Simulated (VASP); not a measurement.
Set up this calculation in VASP 6.6.1, as the native input.

```
Task                   : single point
Functional             : LDA
Potentials or basis    : VASP PAW LDA potentials, release 64 (Zr_sv, S)
Cutoff                 : 520 eV
k mesh                 : 16 × 16 × 16
Occupations            : gaussian, width 0.15 eV
Spin                   : collinear spin
Starting moments       : [0.1, 0.0] μB
Fixed moment           : 0.1 μB
Dipole correction      : no
Further INCAR settings : ALGO = Normal; EDIFF = 1e-06; NBANDS = 20
```

The structure of ZrS lies in POSCAR:

```
ZrS
1.0
    0.0000000000      2.5280572712      2.5280572712
    2.5280572712      0.0000000000      2.5280572712
    2.5280572712      2.5280572712      0.0000000000
Zr S
1 1
Direct
    0.0000000000      0.0000000000      0.0000000000
    0.5000000000      0.5000000000      0.5000000000
```

One way to write it, as run:

INCAR

```
ALGO = Normal ; EDIFF = 1E-6
ENCUT = 520 ; ISIF = 2
ISMEAR = 0 ; ISPIN = 2
LASPH = True ; LCHARG = True
LELF = True ; LMAXMIX = 4
LORBIT = 11 ; LREAL = False
LVHAR = True ; LWAVE = False
MAGMOM = 0.1 0 ; NBANDS = 20
NELM = 150 ; NUPDOWN = 0.1
PREC = Accurate ; SIGMA = 0.15
```

KPOINTS

```
k-points
0
Gamma
  16 16 16
```

Potentials or basis: VASP PAW LDA potentials, release 64 (Zr_sv, S).

Launch:

```console
$ cat potpaw_LDA.64/Zr_sv/POTCAR potpaw_LDA.64/S/POTCAR > POTCAR
$ mpirun -np 1 vasp_std > vasp.out
```

Results of the run:

```
Pressure                                              : 8.1 GPa
Net moment                                            : 0.10 μB per cell
Site moments                                          : Zr +0.06; S +0.01 μB
Valence electrons inside the program's atomic spheres : Zr 9.99; S 3.82
```

Caveat: the cell stands under pressure; the total moment is fixed, so each spin has its own Fermi level and the state may be an excited one.

It took 69 s on 1 thread of Intel(R) Xeon(R) 6975P-C (Granite Rapids) (shared host), peak memory 0.25 GiB.
